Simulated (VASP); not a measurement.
# As2Pt (Pa-3) in VASP: a series of runs, part 2 of 2

VASP 6.6.1.

**3. Single point, PBE**

This run uses another cell than the first one, of 18.08 Å³/atom.

INCAR reads:

```
SYSTEM = As2Pt
ALGO     = Normal         ! electronic algorithm
EDIFF    = 1E-6           ! SCF threshold, eV
ENCUT    = 500            ! plane-wave cutoff, eV
GGA      = PE             ! functional
GGA_COMPAT= .FALSE.      
ISIF     = 2              ! what is computed and relaxed
ISMEAR   = 0              ! smearing method
LASPH    = .TRUE.         ! aspherical terms in the spheres
LCHARG   = .FALSE.        ! write CHGCAR
LREAL    = .FALSE.        ! projectors in reciprocal space
LWAVE    = .FALSE.        ! write WAVECAR
NBANDS   = 52             ! bands
NELM     = 120            ! most SCF steps
PREC     = Accurate       ! precision mode
SIGMA    = 0.01           ! smearing width, eV
```

KPOINTS reads:

```
k-points
0
G
  4 4 4
  0 0 0
```

POSCAR reads:

```
As2Pt
1.0
    6.0093797529      0.0000000000      0.0000000000
    0.0000000000      6.0093797529      0.0000000000
    0.0000000000      0.0000000000      6.0093797529
As Pt
8 4
Direct
    0.3840512993      0.3840512993      0.3840512993
    0.1159487007      0.6159487007      0.8840512993
    0.8840512993      0.1159487007      0.6159487007
    0.6159487007      0.8840512993      0.1159487007
    0.6159487007      0.6159487007      0.6159487007
    0.8840512993      0.3840512993      0.1159487007
    0.1159487007      0.8840512993      0.3840512993
    0.3840512993      0.1159487007      0.8840512993
    0.0000000000      0.0000000000      0.0000000000
    0.5000000000      0.0000000000      0.5000000000
    0.5000000000      0.5000000000      0.0000000000
    0.0000000000      0.5000000000      0.5000000000
```

Potentials or basis: VASP PAW PBE potentials, release 64 (As, Pt).

Launch:

```console
$ cat potpaw_PBE.64/As/POTCAR potpaw_PBE.64/Pt/POTCAR > POTCAR
$ mpirun -np 1 vasp_std > vasp.out
```

OUTCAR:

```text
SYSTEM = As2Pt
   EDIFF = 1E-6
   ENCUT = 500
   GGA = PE
   ISIF = 2
   ISMEAR = 0
   LASPH = .TRUE.
   LREAL = .FALSE.
   NELM = 120
   PREC = Accurate

 ion  position               nearest neighbor table
   1  0.384  0.384  0.384-   5 2.41  10 2.51  11 2.51  12 2.51
   2  0.116  0.616  0.884-   6 2.41   9 2.51  11 2.51  12 2.51
   3  0.884  0.116  0.616-   7 2.41   9 2.51  10 2.51  12 2.51
   4  0.616  0.884  0.116-   8 2.41   9 2.51  10 2.51  11 2.51
   5  0.616  0.616  0.616-   1 2.41  10 2.51  11 2.51  12 2.51
   6  0.884  0.384  0.116-   2 2.41   9 2.51  11 2.51  12 2.51
   7  0.116  0.884  0.384-   3 2.41   9 2.51  10 2.51  12 2.51
   8  0.384  0.116  0.884-   4 2.41   9 2.51  10 2.51  11 2.51
   9  0.000  0.000  0.000-   2 2.51   3 2.51   4 2.51   6 2.51   7 2.51   8 2.51
  10  0.500  0.000  0.500-   1 2.51   3 2.51   4 2.51   5 2.51   7 2.51   8 2.51
  11  0.500  0.500  0.000-   1 2.51   2 2.51   4 2.51   5 2.51   6 2.51   8 2.51
  12  0.000  0.500  0.500-   1 2.51   2 2.51   3 2.51   5 2.51   6 2.51   7 2.51

  LATTYP: Found a simple cubic cell.
 ALAT       =     6.0093797529

  Lattice vectors:

 A1 = (   6.0093797529,   0.0000000000,   0.0000000000)
 A2 = (   0.0000000000,   6.0093797529,   0.0000000000)
 A3 = (   0.0000000000,   0.0000000000,   6.0093797529)

Analysis of symmetry for initial positions (statically):
=====================================================================
 Subroutine PRICEL returns:
 Original cell was already a primitive cell.

 Routine SETGRP: Setting up the symmetry group for a
 simple cubic supercell.

 Subroutine GETGRP returns: Found 24 space group operations
 (whereof  6 operations were pure point group operations)
 out of a pool of 48 trial point group operations.

The static configuration has the point symmetry S_6 .
[... 148 lines left out ...]
   AEXX    =    0.0000 exact exchange contribution
   IVDW    =     0    specifies the selected vdW correction
   LEPSILON=     F    determine dielectric tensor
   LRPA    =     F    only Hartree local field effects (RPA)
 non-spin polarized calculation
 Gauss-broadening in eV      SIGMA  =   0.01
  energy-cutoff  :      500.00
  volume of cell :      217.01
 maximum number of plane-waves:      5528
 NGX is ok and might be reduce to    48
   NGX = 21   NGY = 21   NGZ = 21

 number of electron      80.0000015 magnetization

 Free energy of the ion-electron system (eV)
  ---------------------------------------------------
  ext. energy  EPLUGINS =         0.00000000
  ---------------------------------------------------
  free energy    TOTEN  =       -67.95768845 eV

  energy without entropy =      -67.95768845  energy(sigma->0) =      -67.95768845

 E-fermi :   7.1360     XC(G=0): -11.2482

 val. band max:        7.0898847260   @ k =   0.2500   0.0000   0.0000
 cond. band min:       7.5337511944   @ k =   0.5000   0.5000   0.5000
 fundamental gap:      0.4438664684
 Fermi energy:         7.1360080111

 k-point     1 :       0.0000    0.0000    0.0000
  band No.  band energies     occupation
      1      -6.8550      2.00000
      2      -4.8975      2.00000
      3      -4.8975      2.00000
      4      -4.8975      2.00000
      5      -2.6452      2.00000
      6      -2.6452      2.00000
[... 594 lines left out ...]
     51      11.3241      0.00000
     52      11.3241      0.00000

------------------------ aborting loop because EDIFF is reached ----------------------------------------

  FORCE on cell =-STRESS in cart. coord.  units (eV):
  Direction    XX          YY          ZZ          XY          YZ          ZX
  --------------------------------------------------------------------------------------
  -------------------------------------------------------------------------------------
  Total        4.9026881      4.9026881      4.9026881     -0.0000000     -0.0000000      0.0000000
  in kB       36.1956099     36.1956099     36.1956099     -0.0000000     -0.0000000      0.0000000
  external PRESSURE =      36.1956099 kB  Pullay stress =       0.0000000 kB

 VOLUME and BASIS-vectors are now :
 -----------------------------------------------------------------------------
  energy-cutoff  :      500.00
  volume of cell :      217.01
      direct lattice vectors                 reciprocal lattice vectors
     6.009379753  0.000000000  0.000000000     0.166406525  0.000000000  0.000000000
     0.000000000  6.009379753  0.000000000     0.000000000  0.166406525  0.000000000
     0.000000000  0.000000000  6.009379753     0.000000000  0.000000000  0.166406525

 POSITION                                       TOTAL-FORCE (eV/Angst)
 -----------------------------------------------------------------------------------
      2.30791      2.30791      2.30791        -0.106928     -0.106928     -0.106928
      0.69678      3.70147      5.31260         0.106928      0.106928     -0.106928
      5.31260      0.69678      3.70147        -0.106928      0.106928      0.106928
      3.70147      5.31260      0.69678         0.106928     -0.106928      0.106928
      3.70147      3.70147      3.70147         0.106928      0.106928      0.106928
      5.31260      2.30791      0.69678        -0.106928     -0.106928      0.106928
      0.69678      5.31260      2.30791         0.106928     -0.106928     -0.106928
      2.30791      0.69678      5.31260        -0.106928      0.106928     -0.106928
      0.00000      0.00000      0.00000         0.000000     -0.000000     -0.000000
      3.00469      0.00000      3.00469         0.000000     -0.000000     -0.000000
      3.00469      3.00469      0.00000         0.000000     -0.000000     -0.000000
      0.00000      3.00469      3.00469         0.000000     -0.000000     -0.000000
 -----------------------------------------------------------------------------------
    total drift:                                0.000000      0.000000     -0.000000

  FREE ENERGIE OF THE ION-ELECTRON SYSTEM (eV)
  ---------------------------------------------------
  free  energy   TOTEN  =       -67.9576884492 eV

  energy  without entropy=      -67.9576884492  energy(sigma->0) =      -67.95768845
```

stdout:

```text
POSCAR found type information on POSCAR AsPt
 POSCAR found :  2 types and      12 ions
 scaLAPACK will be used
 LDA part: xc-table for (Slater+PW92), standard interpolation
 POSCAR, INCAR and KPOINTS ok, starting setup
 FFT: planning ... GRIDC
 FFT: planning ... GRID_SOFT
 FFT: planning ... GRID
 WAVECAR not read
 entering main loop
```

Run time: 3.5 min. Hardware: 1 thread of Oxide Virtual Turin-like, shared host; peak memory 0.32 GiB.

What came out:

```yaml
Free_energy: -67.9577 eV
Pressure: 3.6 GPa
Largest_force: 0.185 eV/Å
Band_gap_on_the_k_mesh: 0.44 eV (least direct gap 0.91 eV)
```

Forces in eV/Å, atoms in the order of the input:
```
As  -0.107 -0.107 -0.107
As   0.107  0.107 -0.107
As  -0.107  0.107  0.107
As   0.107 -0.107  0.107
As   0.107  0.107  0.107
As  -0.107 -0.107  0.107
As   0.107 -0.107 -0.107
As  -0.107  0.107 -0.107
Pt   0.000  0.000  0.000
Pt   0.000  0.000  0.000
Pt   0.000  0.000  0.000
Pt   0.000  0.000  0.000
```

Caveat: the cell stands under pressure; spin-orbit coupling is left out, which moves the levels of the heavy elements.

**4. Single point, PBE**

This run uses another cell than the first one, of 18.52 Å³/atom.

INCAR reads:

```
SYSTEM = As2Pt
  PREC = Accurate
  ENCUT = 500
  EDIFF = 1E-6
  ISMEAR = 0
  SIGMA = 0.01
  LREAL = .FALSE.
  LASPH = .TRUE.
  NELM = 120
  ALGO = Normal
  ISIF = 2
  LWAVE = .FALSE.
  LCHARG = .FALSE.
  GGA = PE
  NBANDS = 52
  GGA_COMPAT = .FALSE.
```

KPOINTS reads:

```
regular mesh
0
G
  4 4 4
  0 0 0
```

POSCAR reads:

```
As2Pt
1.0
    6.0575651785      0.0000000000      0.0000000000
    0.0000000000      6.0575651785      0.0000000000
    0.0000000000      0.0000000000      6.0575651785
As Pt
8 4
Direct
    0.3835127539      0.3835127539      0.3835127539
    0.1164872461      0.6164872461      0.8835127539
    0.8835127539      0.1164872461      0.6164872461
    0.6164872461      0.8835127539      0.1164872461
    0.6164872461      0.6164872461      0.6164872461
    0.8835127539      0.3835127539      0.1164872461
    0.1164872461      0.8835127539      0.3835127539
    0.3835127539      0.1164872461      0.8835127539
    0.0000000000      0.0000000000      0.0000000000
    0.5000000000      0.0000000000      0.5000000000
    0.5000000000      0.5000000000      0.0000000000
    0.0000000000      0.5000000000      0.5000000000
```

Launch:

```console
$ cat potpaw_PBE.64/As/POTCAR potpaw_PBE.64/Pt/POTCAR > POTCAR
$ mpirun -np 1 vasp_std > vasp.out
```

Wall time 3.8 min (1 thread of Oxide Virtual Turin-like, shared host); peak memory 0.33 GiB.

Results (log left out):

- Free energy: -68.0225 eV
- Pressure: 0.0 GPa
- Largest force: 0.033 eV/Å
- Band gap on the k mesh: 0.33 eV (least direct gap 0.78 eV)

Forces on the atoms (eV/Å):
```
As  -0.019 -0.019 -0.019
As   0.019  0.019 -0.019
As  -0.019  0.019  0.019
As   0.019 -0.019  0.019
As   0.019  0.019  0.019
As  -0.019 -0.019  0.019
As   0.019 -0.019 -0.019
As  -0.019  0.019 -0.019
Pt   0.000  0.000  0.000
Pt   0.000  0.000  0.000
Pt   0.000  0.000  0.000
Pt   0.000  0.000  0.000
```

Levels at points of the mesh, in eV from the valence-band top:
| k point | band 38 | band 39 | band 40 | band 41 | band 42 | band 43 |
| --- | --- | --- | --- | --- | --- | --- |
| (0.00, 0.00, 0.00) | -0.72 | -0.72 | -0.72 | 0.79 | 0.79 | 0.79 |
| (0.50, 0.00, 0.00) | -0.98 | -0.62 | -0.62 | 1.65 | 1.65 | 1.78 |
| (0.50, 0.50, 0.00) | -0.33 | -0.33 | -0.33 | 2.04 | 2.04 | 2.04 |
| (0.50, 0.50, 0.50) | -0.46 | -0.46 | -0.46 | 0.33 | 0.33 | 0.33 |

Caveat: spin-orbit coupling is left out, which moves the levels of the heavy elements.

**5. Single point, PBE (19.08 Å³/atom)**

This run uses another cell than the first one, of 19.08 Å³/atom.

INCAR reads:

```
PREC = Accurate
ENCUT = 500
EDIFF = 1E-6
ISMEAR = 0
SIGMA = 0.01
LREAL = False
LASPH = True
NELM = 120
ALGO = Normal
ISIF = 2
LWAVE = False
LCHARG = False
GGA = PE
NBANDS = 52
GGA_COMPAT = False
```

KPOINTS reads:

```
Automatic mesh
0
Gamma
  4 4 4
```

POSCAR, as its differences from that of step 4:

```diff
@@ -2,5 +2,5 @@
 1.0
-    6.0575651785      0.0000000000      0.0000000000
-    0.0000000000      6.0575651785      0.0000000000
-    0.0000000000      0.0000000000      6.0575651785
+    6.1175449721      0.0000000000      0.0000000000
+    0.0000000000      6.1175449721      0.0000000000
+    0.0000000000      0.0000000000      6.1175449721
 As Pt
```

Potentials or basis: VASP PAW PBE potentials, release 64 (As, Pt).

Launch:

```console
$ cat potpaw_PBE.64/As/POTCAR potpaw_PBE.64/Pt/POTCAR > POTCAR
$ mpirun -np 1 vasp_std > vasp.out
```

OUTCAR:

```text
PREC = Accurate
   ENCUT = 500
   EDIFF = 1E-6
   ISMEAR = 0
   LREAL = False
   LASPH = True
   NELM = 120
   ISIF = 2
   GGA = PE

 ion  position               nearest neighbor table
   1  0.384  0.384  0.384-   5 2.47  10 2.55  12 2.55  11 2.55
   2  0.116  0.616  0.884-   6 2.47   9 2.55  11 2.55  12 2.55
   3  0.884  0.116  0.616-   7 2.47  10 2.55  12 2.55   9 2.55
   4  0.616  0.884  0.116-   8 2.47   9 2.55  11 2.55  10 2.55
   5  0.616  0.616  0.616-   1 2.47  10 2.55  12 2.55  11 2.55
[... 821 lines left out ...]

 VOLUME and BASIS-vectors are now :
 -----------------------------------------------------------------------------
  energy-cutoff  :      500.00
  volume of cell :      228.95
      direct lattice vectors                 reciprocal lattice vectors
     6.117544972  0.000000000  0.000000000     0.163464266  0.000000000  0.000000000
     0.000000000  6.117544972  0.000000000     0.000000000  0.163464266  0.000000000
     0.000000000  0.000000000  6.117544972     0.000000000  0.000000000  0.163464266

 POSITION                                       TOTAL-FORCE (eV/Angst)
 -----------------------------------------------------------------------------------
      2.34616      2.34616      2.34616         0.006114      0.006114      0.006114
      0.71262      3.77139      5.40493        -0.006114     -0.006114      0.006114
      5.40493      0.71262      3.77139         0.006114     -0.006114     -0.006114
      3.77139      5.40493      0.71262        -0.006114      0.006114     -0.006114
      3.77139      3.77139      3.77139        -0.006114     -0.006114     -0.006114
      5.40493      2.34616      0.71262         0.006114      0.006114     -0.006114
      0.71262      5.40493      2.34616        -0.006114      0.006114      0.006114
      2.34616      0.71262      5.40493         0.006114     -0.006114      0.006114
      0.00000      0.00000      0.00000         0.000000      0.000000      0.000000
      3.05877      0.00000      3.05877         0.000000      0.000000      0.000000
      3.05877      3.05877      0.00000         0.000000      0.000000      0.000000
      0.00000      3.05877      3.05877         0.000000      0.000000      0.000000
 -----------------------------------------------------------------------------------
    total drift:                                0.000000     -0.000000     -0.000000

  FREE ENERGIE OF THE ION-ELECTRON SYSTEM (eV)
  ---------------------------------------------------
  free  energy   TOTEN  =       -67.9446518667 eV

  energy  without entropy=      -67.9446518667  energy(sigma->0) =      -67.94465187
```

OSZICAR:

```text
N       E                     dE             d eps       ncg     rms          rms(c)
DAV:   1     0.405032530328E+03    0.40503E+03   -0.34579E+04  1144   0.133E+03
DAV:   2    -0.424436262222E+02   -0.44748E+03   -0.42332E+03  1316   0.248E+02
DAV:   3    -0.704189931730E+02   -0.27975E+02   -0.27210E+02  1376   0.567E+01
DAV:   4    -0.709839571599E+02   -0.56496E+00   -0.56046E+00  1340   0.830E+00
DAV:   5    -0.709952131845E+02   -0.11256E-01   -0.11239E-01  1376   0.112E+00    0.191E+01
DAV:   6    -0.686920170808E+02    0.23032E+01   -0.16654E+01  1220   0.231E+01    0.935E+00
DAV:   7    -0.680334823714E+02    0.65853E+00   -0.28226E+00  1224   0.101E+01    0.463E+00
DAV:   8    -0.679618419755E+02    0.71640E-01   -0.30506E-01  1276   0.189E+00    0.131E+00
DAV:   9    -0.679439265457E+02    0.17915E-01   -0.51690E-02  1248   0.136E+00    0.330E-01
DAV:  10    -0.679446423951E+02   -0.71585E-03   -0.58614E-03  1252   0.296E-01    0.876E-02
DAV:  11    -0.679446558357E+02   -0.13441E-04   -0.33806E-04  1356   0.960E-02    0.207E-02
DAV:  12    -0.679446519456E+02    0.38901E-05   -0.46901E-05  1288   0.333E-02    0.433E-03
DAV:  13    -0.679446518667E+02    0.78874E-07   -0.44091E-06  1184   0.687E-03
   1 F= -.67944652E+02 E0= -.67944652E+02  d E =-.177929E-41
```

stdout:

```text
POSCAR found type information on POSCAR AsPt
 POSCAR found :  2 types and      12 ions
 scaLAPACK will be used
 LDA part: xc-table for (Slater+PW92), standard interpolation
 POSCAR, INCAR and KPOINTS ok, starting setup
 FFT: planning ... GRIDC
 FFT: planning ... GRID_SOFT
 FFT: planning ... GRID
 WAVECAR not read
 entering main loop
```

Run time: 3.7 min. Hardware: 1 thread of Oxide Virtual Turin-like, shared host; peak memory 0.33 GiB.

What came out:

- Free energy: -67.9447 eV
- Pressure: -3.7 GPa
- Largest force: 0.011 eV/Å
- Band gap on the k mesh: 0.21 eV (least direct gap 0.63 eV)

Forces in eV/Å, atoms in the order of the input:
```
As   0.006  0.006  0.006
As  -0.006 -0.006  0.006
As   0.006 -0.006 -0.006
As  -0.006  0.006 -0.006
As  -0.006 -0.006 -0.006
As   0.006  0.006 -0.006
As  -0.006  0.006  0.006
As   0.006 -0.006  0.006
Pt   0.000  0.000  0.000
Pt   0.000  0.000  0.000
Pt   0.000  0.000  0.000
Pt   0.000  0.000  0.000
```

Levels at points of the mesh, in eV from the valence-band top:
```
           k point  band 37  band 38  band 39  band 40  band 41  band 42  band 43  band 44
(0.00, 0.00, 0.00)    -2.14    -0.68    -0.68    -0.68     0.71     0.71     0.71     1.97
(0.50, 0.00, 0.00)    -0.95    -0.95    -0.61    -0.61     1.60     1.60     1.71     1.71
(0.50, 0.50, 0.00)    -0.31    -0.31    -0.31    -0.31     1.93     1.93     1.93     1.93
(0.50, 0.50, 0.50)    -0.42    -0.42    -0.42    -0.42     0.21     0.21     0.21     0.21
```

Caveat: the cell stands under tension; spin-orbit coupling is left out, which moves the levels of the heavy elements. A k mesh can miss the band edges.

**6. Single point, PBE (19.63 Å³/atom)**

This run uses another cell than the first one, of 19.63 Å³/atom.

INCAR reads:

```
PREC = Accurate ; ENCUT = 500
EDIFF = 1E-6 ; ISMEAR = 0
SIGMA = 0.01 ; LREAL = F
LASPH = T ; NELM = 120
ALGO = Normal ; ISIF = 2
LWAVE = F ; LCHARG = F
GGA = PE ; NBANDS = 52
GGA_COMPAT = F
```

KPOINTS is that of step 5.

POSCAR, as its differences from that of step 5:

```diff
@@ -2,5 +2,5 @@
 1.0
-    6.1175449721      0.0000000000      0.0000000000
-    0.0000000000      6.1175449721      0.0000000000
-    0.0000000000      0.0000000000      6.1175449721
+    6.1763711286      0.0000000000      0.0000000000
+    0.0000000000      6.1763711286      0.0000000000
+    0.0000000000      0.0000000000      6.1763711286
 As Pt
```

Potentials or basis: VASP PAW PBE potentials, release 64 (As, Pt).

Launch:

```console
$ cat potpaw_PBE.64/As/POTCAR potpaw_PBE.64/Pt/POTCAR > POTCAR
$ mpirun -np 1 vasp_std > vasp.out
```

Wall time 3 min (1 thread of Oxide Virtual Turin-like, shared host); peak memory 0.33 GiB.

The run converged. Its results:

```yaml
Free_energy: -67.7228 eV
Pressure: -6.9 GPa
Largest_force: 0.052 eV/Å
Band_gap_on_the_k_mesh: 0.10 eV (least direct gap 0.48 eV)
```

Forces on the atoms (eV/Å):
```
As   0.030  0.030  0.030
As  -0.030 -0.030  0.030
As   0.030 -0.030 -0.030
As  -0.030  0.030 -0.030
As  -0.030 -0.030 -0.030
As   0.030  0.030 -0.030
As  -0.030  0.030  0.030
As   0.030 -0.030  0.030
Pt   0.000  0.000  0.000
Pt   0.000  0.000  0.000
Pt   0.000  0.000  0.000
Pt   0.000  0.000  0.000
```

Levels at points of the mesh, in eV from the valence-band top:
```csv
k point,band 37,band 38,band 39,band 40,band 41,band 42,band 43,band 44
"(0.00, 0.00, 0.00)",-2.09,-0.64,-0.64,-0.64,0.64,0.64,0.64,2.00
"(0.50, 0.00, 0.00)",-0.92,-0.92,-0.60,-0.60,1.55,1.55,1.64,1.64
"(0.50, 0.50, 0.00)",-0.29,-0.29,-0.29,-0.29,1.84,1.84,1.84,1.84
"(0.50, 0.50, 0.50)",-0.39,-0.39,-0.39,-0.39,0.10,0.10,0.10,0.10
```

Caveat: the cell stands under tension; spin-orbit coupling is left out, which moves the levels of the heavy elements.

**7. Overview**

| cell | gap on the mesh (eV) | pressure (GPa) | largest force (eV/Å) |
| --- | --- | --- | --- |
| a = 5.996 Å, 12 atoms, atomic positions A | 0.46 | 4.6 | 0.08 |
| a = 6.009 Å, 12 atoms, atomic positions B | 0.44 | 3.6 | 0.19 |
| a = 6.058 Å, 12 atoms, atomic positions A | 0.33 | 0.0 | 0.03 |
| a = 6.118 Å, 12 atoms, atomic positions A | 0.21 | -3.7 | 0.01 |
| a = 6.176 Å, 12 atoms, atomic positions A | 0.10 | -6.9 | 0.05 |

Alike in all rows: task single point; level PBE; potentials or basis VASP PAW PBE potentials, release 64 (As, Pt); no spin polarisation; k mesh 4 × 4 × 4; cutoff (eV) 500; smearing gaussian 0.01 eV.

Caveats: spin-orbit coupling is left out, which moves the levels of the heavy elements; the cell stands under pressure (at least some runs); the cell stands under tension (at least some runs).

Total energies depend on the potentials used, so only differences within one code and one set of settings carry meaning.
